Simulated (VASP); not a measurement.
# Si2O (antifluorite type) (Fm-3m) in VASP: a series of runs, part 2 of 2

VASP 6.6.1. The steps go on from the part before.

## 3. Single point, PBE

This run uses another cell than the first one, of 14.23 Å³/atom.

The input, INCAR:

```
SYSTEM = Si2O
PREC = Accurate
ENCUT = 600
EDIFF = 1E-6
ISMEAR = -1
SIGMA = 0.06122561905347299
LREAL = .False.
LASPH = .True.
NELM = 120
ALGO = Normal
ISIF = 2
LWAVE = .False.
LCHARG = .True.
GGA = PE
LELF = .True.
LVHAR = .True.
NBANDS = 14
GGA_COMPAT = .False.
```

The input, KPOINTS:

```
Automatic mesh
0
Gamma
  34 34 34
  0 0 0
```

The input, POSCAR:

```
Si2O
1.0
    0.0000000000      2.7739562190      2.7739562190
    2.7739562190      0.0000000000      2.7739562190
    2.7739562190      2.7739562190      0.0000000000
Si O
2 1
Direct
    0.2500000000      0.2500000000      0.2500000000
    0.7500000000      0.7500000000      0.7500000000
    0.0000000000      0.0000000000      0.0000000000
```

Potentials or basis: VASP PAW PBE potentials, release 64 (Si, O).

Command:

```console
$ cat potpaw_PBE.64/Si/POTCAR potpaw_PBE.64/O/POTCAR > POTCAR
$ mpirun -np 1 vasp_std > vasp.out
```

OUTCAR:

```text
SYSTEM = Si2O
   PREC = Accurate
   ENCUT = 600
   EDIFF = 1E-6
   ISMEAR = -1
   LREAL = .False.
   LASPH = .True.
   NELM = 120
   ISIF = 2
   GGA = PE

 ion  position               nearest neighbor table
   1  0.250  0.250  0.250-   3 2.40   3 2.40   3 2.40   3 2.40   2 2.77   2 2.77   2 2.77   2 2.77
                             2 2.77   2 2.77
   2  0.750  0.750  0.750-   3 2.40   3 2.40   3 2.40   3 2.40   1 2.77   1 2.77   1 2.77   1 2.77
                             1 2.77   1 2.77
   3  0.000  0.000  0.000-   2 2.40   2 2.40   2 2.40   1 2.40   2 2.40   1 2.40   1 2.40   1 2.40

  LATTYP: Found a face centered cubic cell.
 ALAT       =     5.5479124380

  Lattice vectors:

 A1 = (   0.0000000000,   2.7739562190,   2.7739562190)
 A2 = (   2.7739562190,   0.0000000000,   2.7739562190)
 A3 = (   2.7739562190,   2.7739562190,   0.0000000000)

Analysis of symmetry for initial positions (statically):
=====================================================================
 Subroutine PRICEL returns:
 Original cell was already a primitive cell.

 Routine SETGRP: Setting up the symmetry group for a
 face centered cubic supercell.

 Subroutine GETGRP returns: Found 48 space group operations
 (whereof 48 operations were pure point group operations)
 out of a pool of 48 trial point group operations.

The static configuration has the point symmetry O_h .

Analysis of symmetry for dynamics (positions and initial velocities):
=====================================================================
 Subroutine PRICEL returns:
 Original cell was already a primitive cell.

 Routine SETGRP: Setting up the symmetry group for a
 face centered cubic supercell.

 Subroutine GETGRP returns: Found 48 space group operations
 (whereof 48 operations were pure point group operations)
 out of a pool of 48 trial point group operations.

The dynamic configuration has the point symmetry O_h .

 Subroutine INISYM returns: Found 48 space group operations
 (whereof 48 operations are pure point group operations),
 and found     1 'primitive' translations

----------------------------------------------------------------------------------------

                                     Primitive cell

  volume of cell :      42.6903

  direct lattice vectors                    reciprocal lattice vectors
     0.000000000  2.773956219  2.773956219    -0.180247978  0.180247978  0.180247978
     2.773956219  0.000000000  2.773956219     0.180247978 -0.180247978  0.180247978
     2.773956219  2.773956219  0.000000000     0.180247978  0.180247978 -0.180247978

  length of vectors
     3.922966506  3.922966506  3.922966506     0.312198656  0.312198656  0.312198656

  position of ions in fractional coordinates (direct lattice)
     0.250000000  0.250000000  0.250000000
     0.750000000  0.750000000  0.750000000
     0.000000000  0.000000000  0.000000000

  ion indices of the primitive-cell ions
   primitive index   ion index
                 1           1
                 2           2
                 3           3

----------------------------------------------------------------------------------------

 KPOINTS: Automatic mesh

Automatic generation of k-mesh.
 Grid dimensions read from file:
 generate k-points for:   34   34   34

[... 24 lines left out ...]
  0.117647  0.000000  0.000000      8.000000
  0.147059  0.000000  0.000000      8.000000
[... 16 lines left out ...]
  0.147059  0.029412  0.000000     24.000000
  0.176471  0.029412  0.000000     24.000000
 [... further k-points ...]
   k-points           NKPTS =   1059   k-points in BZ     NKDIM =   1059   number of bands    NBANDS=     14
   number of dos      NEDOS =    301   number of ions     NIONS =      3
   total plane-waves  NPLWV =  32768
   dimension x,y,z NGX =    32 NGY =   32 NGZ =   32
   dimension x,y,z NGXF=    64 NGYF=   64 NGZF=   64
   ions per type =               2   1
   NGX,Y,Z   is equivalent  to a cutoff of  13.56, 13.56, 13.56 a.u.
   NGXF,Y,Z  is equivalent  to a cutoff of  27.12, 27.12, 27.12 a.u.
 SYSTEM =  Si2O
   PREC   = accura    normal or accurate (medium, high low for compatibility)
   ISTART =      0    job   : 0-new  1-cont  2-samecut
   ICHARG =      2    charge: 1-file 2-atom 10-const
   ISPIN  =      1    spin polarized calculation?
   LNONCOLLINEAR =      F non collinear calculations
   LSORBIT =      F    spin-orbit coupling
   LASPH  =      T    aspherical Exc in radial PAW
   ENCUT  =  600.0 eV  44.10 Ry    6.64 a.u.   7.84  7.84  7.84*2*pi/ulx,y,z
   NELM   =    120;   NELMIN=  2; NELMDL= -5     # of ELM steps
   EDIFF  = 0.1E-05   stopping-criterion for ELM
   LREAL  =      F    real-space projection
   EDIFFG = 0.1E-04   stopping-criterion for IOM
   NSW    =      0    number of steps for IOM
   IBRION =     -1    ionic relax: 0-MD 1-quasi-New 2-CG
   NFREE  =      0    steps in history (QN), initial steepest desc. (CG)
   ISIF   =      2    stress and relaxation
   ISYM   =      2    0-nonsym 1-usesym 2-fastsym
   POTIM  = 0.5000    time-step for ionic-motion
   TEBEG  =    0.0;   TEEND  =   0.0 temperature during run
   PSTRESS=    0.0 pullay stress
   NELECT =      14.0000    total number of electrons
   NUPDOWN=      -1.0000    fix difference up-down
   EMIN   =  10.00;   EMAX   =-10.00  energy-range for DOS
   EFERMI =   0.00;   METHOD = LEGACY
   ISMEAR =    -1;   SIGMA  =   0.06  broadening in eV -4-tet -1-fermi 0-gaus
   EFERMI_NEDOS =   21; number of points for ismear=-14 and -15
   IALGO  =     38    algorithm
   IMIX   =      4    mixing-type and parameters
     AMIX     =   0.40;   BMIX     =  1.00
     AMIX_MAG =   1.60;   BMIX_MAG =  1.00
  volume/ion in A,a.u.               =      14.23        96.03
  Fermi-wavevector in a.u.,A,eV,Ry     =   1.128950  2.133406 17.340997  1.274527
  Thomas-Fermi vector in A             =   2.265641
   LORBIT       =      0    0 simple, 1 ext, 2 COOP (PROOUT), +10 PAW based schemes
   GGA     = PE    functional components
   LHFCALC =     F    Hartree Fock is set to
   AEXX    =    0.0000 exact exchange contribution
   IVDW    =     0    specifies the selected vdW correction
   LEPSILON=     F    determine dielectric tensor
   LRPA    =     F    only Hartree local field effects (RPA)
 non-spin polarized calculation
  energy-cutoff  :      600.00
  volume of cell :       42.69
 maximum number of plane-waves:      1458
   NGX = 15   NGY = 15   NGZ = 15

 number of electron      14.0000001 magnetization

 Free energy of the ion-electron system (eV)
  ---------------------------------------------------
  ext. energy  EPLUGINS =         0.00000000
  ---------------------------------------------------
  free energy    TOTEN  =       -13.87628890 eV

  energy without entropy =      -13.85368642  energy(sigma->0) =      -13.86498766

 E-fermi :   7.1221     XC(G=0): -10.6131

 val. band max:        7.1212899103   @ k =  -0.1765   0.0882   0.0294
 cond. band min:       7.1231250097   @ k =   0.1765   0.1471   0.0294
 fundamental gap:      0.0018350994
 Fermi energy:         7.1220621845

 k-point     1 :       0.0000    0.0000    0.0000
  band No.  band energies     occupation
      1     -12.0600      2.00000
      2      -1.9458      2.00000
      3       2.6566      2.00000
      4       2.6566      2.00000
      5       2.6566      2.00000
      6       6.6367      1.99928
      7       6.6367      1.99928
      8       6.6367      1.99928
      9       6.7827      1.99221
     10      12.3325      0.00000
     11      12.3325      0.00000
     12      12.3325      0.00000
     13      13.4988      0.00000
     14      13.4988      0.00000
[... 377 lines left out ...]
      1     -11.9547      2.00000
      2      -2.1496      2.00000
      3       2.2176      2.00000
      4       2.4109      2.00000
      5       2.5944      2.00000
      6       5.1246      2.00000
      7       6.9842      1.80949
      8       7.0020      1.75313
      9       9.2105      0.00000
     10      10.5486      0.00000
     11      11.2390      0.00000
     12      12.1703      0.00000
     13      15.4665      0.00000
     14      15.8103      0.00000

 [... further k-points ...]
[... 5 lines left out ...]
  --------------------------------------------------------------------------------------
  -------------------------------------------------------------------------------------
  Total       -0.0368346     -0.0368346     -0.0368346      0.0000000     -0.0000000     -0.0000000
  in kB       -1.3824126     -1.3824126     -1.3824126      0.0000000     -0.0000000     -0.0000000
  external PRESSURE =      -1.3824126 kB  Pullay stress =       0.0000000 kB

 VOLUME and BASIS-vectors are now :
 -----------------------------------------------------------------------------
  energy-cutoff  :      600.00
  volume of cell :       42.69
      direct lattice vectors                 reciprocal lattice vectors
     0.000000000  2.773956219  2.773956219    -0.180247978  0.180247978  0.180247978
     2.773956219  0.000000000  2.773956219     0.180247978 -0.180247978  0.180247978
     2.773956219  2.773956219  0.000000000     0.180247978  0.180247978 -0.180247978

 POSITION                                       TOTAL-FORCE (eV/Angst)
 -----------------------------------------------------------------------------------
      1.38698      1.38698      1.38698        -0.000000     -0.000000      0.000000
      4.16093      4.16093      4.16093         0.000000      0.000000     -0.000000
      0.00000      0.00000      0.00000        -0.000000     -0.000000      0.000000
 -----------------------------------------------------------------------------------
    total drift:                                0.000000     -0.000000      0.000000

  FREE ENERGIE OF THE ION-ELECTRON SYSTEM (eV)
  ---------------------------------------------------
  free  energy   TOTEN  =       -13.8762889046 eV

  energy  without entropy=      -13.8536864158  energy(sigma->0) =      -13.86498766
```

Run time: 5.7 min. Hardware: 1 thread of Intel Xeon Platinum 8488C (Sapphire Rapids), shared host; peak memory 0.72 GiB.

What came out:

```yaml
Free_energy: -13.8763 eV
Pressure: -0.1 GPa
Band_gap_on_the_k_mesh: zero (bands 7 and 8 overlap by 1.44 eV)
```

Levels at points of the mesh, in eV from the Fermi level:
```
           k point  band 4  band 5  band 6  band 7  band 8  band 9  band 10  band 11
(0.00, 0.00, 0.00)   -4.47   -4.47   -0.49   -0.49   -0.49   -0.34     5.21     5.21
(0.50, 0.00, 0.00)   -5.06   -5.06   -0.42    0.17    0.17    2.30     3.46     3.46
(0.50, 0.50, 0.00)   -6.14   -4.87   -3.83   -0.33    1.64    1.64     5.63     7.41
```
